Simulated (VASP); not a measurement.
# MgO (P6_3/mmc) in VASP: notebook, part 2 of 2

VASP 6.6.1.

## 3. Vibrations by perturbation theory, PBE

This run uses another cell than the first one, of 10.54 Å³/atom, 0.962 times its volume.

INCAR reads:

```
SYSTEM = MgO
  PREC = Accurate
  ENCUT = 520
  EDIFF = 1E-8
  ISMEAR = 0
  SIGMA = 0.01
  LREAL = .FALSE.
  LASPH = .TRUE.
  NELM = 80
  ALGO = Normal
  ISIF = 2
  LWAVE = .FALSE.
  LCHARG = .TRUE.
  GGA = PE
  NBANDS = 16
  IBRION = 8
  NSW = 1
  LEPSILON = .TRUE.
```

KPOINTS reads:

```
Automatic mesh
0
G
  12 12 6
  0 0 0
```

POSCAR reads:

```
MgO
1.0
    3.4298373350      0.0000000000      0.0000000000
   -1.7149186675      2.9703262630      0.0000000000
    0.0000000000      0.0000000000      4.1394144914
Mg O
2 2
Direct
    0.6666666667      0.3333333333      0.7500000000
    0.3333333333      0.6666666667      0.2500000000
    0.6666666667      0.3333333333      0.2500000000
    0.3333333333      0.6666666667      0.7500000000
```

Potentials or basis: VASP PAW PBE potentials, release 64 (Mg, O).

Command:

```bash
> cat potpaw_PBE.64/Mg/POTCAR potpaw_PBE.64/O/POTCAR > POTCAR
> mpirun -np 1 vasp_std > vasp.out
```

OUTCAR:

```text
SYSTEM = MgO
   PREC = Accurate
   ENCUT = 520
   EDIFF = 1E-8
   ISMEAR = 0
   LREAL = .FALSE.
   LASPH = .TRUE.
   NELM = 80
   ISIF = 2
   GGA = PE
   IBRION = 8
   NSW = 1
   LEPSILON = .TRUE.

 ion  position               nearest neighbor table
   1  0.667  0.333  0.750-   4 1.98   4 1.98   4 1.98   3 2.07   3 2.07   2 2.86   2 2.86   2 2.86
                             2 2.86   2 2.86   2 2.86
   2  0.333  0.667  0.250-   3 1.98   3 1.98   3 1.98   4 2.07   4 2.07   1 2.86   1 2.86   1 2.86
                             1 2.86   1 2.86   1 2.86
   3  0.667  0.333  0.250-   2 1.98   2 1.98   2 1.98   1 2.07   1 2.07
   4  0.333  0.667  0.750-   1 1.98   1 1.98   1 1.98   2 2.07   2 2.07

  LATTYP: Found a hexagonal cell.
 ALAT       =     3.4298373350
 C/A-ratio  =     1.2068836178

  Lattice vectors:

 A1 = (   3.4298373350,   0.0000000000,   0.0000000000)
 A2 = (  -1.7149186675,   2.9703262630,   0.0000000000)
 A3 = (   0.0000000000,   0.0000000000,   4.1394144914)

Analysis of symmetry for initial positions (statically):
=====================================================================
 Subroutine PRICEL returns:
 Original cell was already a primitive cell.

 Routine SETGRP: Setting up the symmetry group for a
 hexagonal supercell.

 Subroutine GETGRP returns: Found 24 space group operations
[... 767 lines left out ...]
  x     0.00000     0.00000     0.00000   -11.27375     0.00000     0.00000
  y   -11.27375    11.27375    -0.00000     0.00000     0.00000     0.00000
  z    -0.00000     0.00000    -0.00000     0.00000     0.00000     0.00000

 SECOND DERIVATIVES (NOT SYMMETRIZED)
 ------------------------------------
               1X          1Y          1Z          2X          2Y          2Z          3X          3Y          3Z          4X          4Y          4Z
  1X   -12.146797    0.000000    0.000000    1.549713    0.000000    0.000000    1.581789    0.000000    0.000000    9.015294    0.000000    0.000000
  1Y     0.000000  -12.146797    0.000000   -0.000000    1.549713    0.000000    0.000000    1.581789    0.000000    0.000000    9.015294    0.000000
  1Z     0.000000   -0.000000  -11.571978    0.000000    0.000000    5.508643    0.000000   -0.000000    4.179784    0.000000   -0.000000    1.883552
  2X     1.549713    0.000000    0.000000  -12.146797    0.000000    0.000000    9.015294    0.000000    0.000000    1.581789    0.000000    0.000000
  2Y    -0.000000    1.549713    0.000000    0.000000  -12.146797    0.000000    0.000000    9.015294    0.000000    0.000000    1.581789    0.000000
  2Z     0.000000    0.000000    5.508643    0.000000   -0.000000  -11.571978    0.000000   -0.000000    1.883552    0.000000   -0.000000    4.179784
  3X     1.583149    0.000000    0.000000    9.017823    0.000000    0.000000  -12.590364   -0.000000    0.000000    1.989393    0.000000    0.000000
  3Y    -0.000000    1.583149    0.000000   -0.000000    9.017823    0.000000    0.000000  -12.590364    0.000000    0.000000    1.989393    0.000000
  3Z     0.000000    0.000000    4.177600    0.000000    0.000000    1.900146    0.000000    0.000000  -12.690231    0.000000    0.000000    6.612485
  4X     9.017823    0.000000    0.000000    1.583149    0.000000    0.000000    1.989393    0.000000    0.000000  -12.590364   -0.000000    0.000000
  4Y    -0.000000    9.017823    0.000000   -0.000000    1.583149    0.000000    0.000000    1.989393    0.000000    0.000000  -12.590364    0.000000
  4Z     0.000000    0.000000    1.900146    0.000000    0.000000    4.177600    0.000000    0.000000    6.612485    0.000000    0.000000  -12.690231

 Eigenvectors and eigenvalues of the dynamical matrix
 ----------------------------------------------------

   1 f  =   17.351118 THz   109.020291 2PiTHz  578.771002 cm-1    71.758426 meV
             X         Y         Z           dx          dy          dz
      1.714919  0.990109  3.104561    -0.000000   -0.000000   -0.151393
     -0.000000  1.980218  1.034854     0.000000    0.000000    0.151393
      1.714919  0.990109  1.034854    -0.000000   -0.000000    0.690710
     -0.000000  1.980218  3.104561     0.000000    0.000000   -0.690710
[... 71 lines left out ...]
  12 f/i=    0.007200 THz     0.045240 2PiTHz    0.240173 cm-1     0.029778 meV
             X         Y         Z           dx          dy          dz
      1.714919  0.990109  3.104561    -0.000000    0.000000   -0.549361
     -0.000000  1.980218  1.034854    -0.000000    0.000000   -0.549361
      1.714919  0.990109  1.034854    -0.000000    0.000000   -0.445199
     -0.000000  1.980218  3.104561    -0.000000    0.000000   -0.445199

--------------------------------------------------------------------------------------------------------

 MACROSCOPIC STATIC DIELECTRIC TENSOR IONIC CONTRIBUTION
 ------------------------------------------------------
           2.501356    -0.000000     0.000000
          -0.000000     2.501356    -0.000000
           0.000000    -0.000000     5.568151
 ------------------------------------------------------

 ELASTIC MODULI CONTR FROM IONIC RELAXATION (kBar)
 Direction    XX          YY          ZZ          XY          YZ          ZX
 --------------------------------------------------------------------------------
 XX        -795.0197    795.0197     -0.0000     -0.0000      0.0000      0.0000
 YY         795.0197   -795.0197      0.0000      0.0000      0.0000      0.0000
 ZZ          -0.0000      0.0000     -0.0000     -0.0000      0.0000      0.0000
 XY          -0.0000      0.0000     -0.0000   -795.0197      0.0000      0.0000
 YZ           0.0000      0.0000      0.0000      0.0000      0.0000      0.0000
 ZX           0.0000      0.0000      0.0000      0.0000      0.0000      0.0000
 --------------------------------------------------------------------------------

 PIEZOELECTRIC TENSOR IONIC CONTR  for field in x, y, z        (C/m^2)
          XX          YY          ZZ          XY          YZ          ZX
  --------------------------------------------------------------------------------
  x    -0.00000     0.00000    -0.00000    -0.00000     0.00000     0.00000
  y    -0.00000     0.00000     0.00000    -0.00000     0.00000     0.00000
  z    -0.00000     0.00000    -0.00000     0.00000     0.00000     0.00000
```

stdout:

```text
POSCAR found type information on POSCAR MgO
 POSCAR found :  2 types and       4 ions
 scaLAPACK will be used
 LDA part: xc-table for (Slater+PW92), standard interpolation
 POSCAR, INCAR and KPOINTS ok, starting setup
 FFT: planning ... GRIDC
 FFT: planning ... GRID_SOFT
 FFT: planning ... GRID
 WAVECAR not read
[... 32 lines left out ...]
 first order change of Fermi-energy  -0.86473E-05
 force on displaced ion       1 direction 3 :   0.000   0.000 -11.572
 Born effective charge ion    1 direction 3 :   0.000   0.000   1.984
 Linear response progress:
 first order change of Fermi-energy   0.12066E-01
 force on displaced ion       3 direction 1 : -12.590   0.000   0.000
 Born effective charge ion    3 direction 1 :  -1.758  -0.000   0.000
 Linear response progress:
 first order change of Fermi-energy   0.19381E-04
 force on displaced ion       3 direction 3 :   0.000   0.000 -12.690
 Born effective charge ion    3 direction 3 :   0.000  -0.000  -1.985
 Born effective charges drift removed
 Linear response finished
```

It took 8.2 min on 1 thread of Intel Xeon 6975P-C (Granite Rapids), shared host; peak memory 0.55 GiB.

Results:

```
Electronic dielectric tensor (diagonal)                 : 2.92
Born charges (mean of the diagonal)                     : Mg +1.83; O -1.83 e
Highest phonon frequency at Γ, LO-TO splitting left out : 579 cm⁻¹
```

Phonon frequencies in cm⁻¹ (negative: imaginary):
```tsv
q point	frequencies
(0.000, 0.000, 0.000)	0 0 0 296 296 414 429 547 547 560 560 579
```

Electronic dielectric tensor:
```
2.92 0.00 0.00
0.00 2.92 0.00
0.00 0.00 2.92
```

Born effective charge tensors (e):
atom 1, Mg
```
1.76 0.00 0.00
0.00 1.76 0.00
0.00 0.00 1.98
```
atom 2, Mg
```
1.76 0.00 0.00
0.00 1.76 0.00
0.00 0.00 1.98
```
atom 3, O
```
-1.76  0.00  0.00
 0.00 -1.76  0.00
 0.00  0.00 -1.98
```
atom 4, O
```
-1.76  0.00  0.00
 0.00 -1.76  0.00
 0.00  0.00 -1.98
```

Caveat: the cell wasn't relaxed at this level first, which shifts response properties.
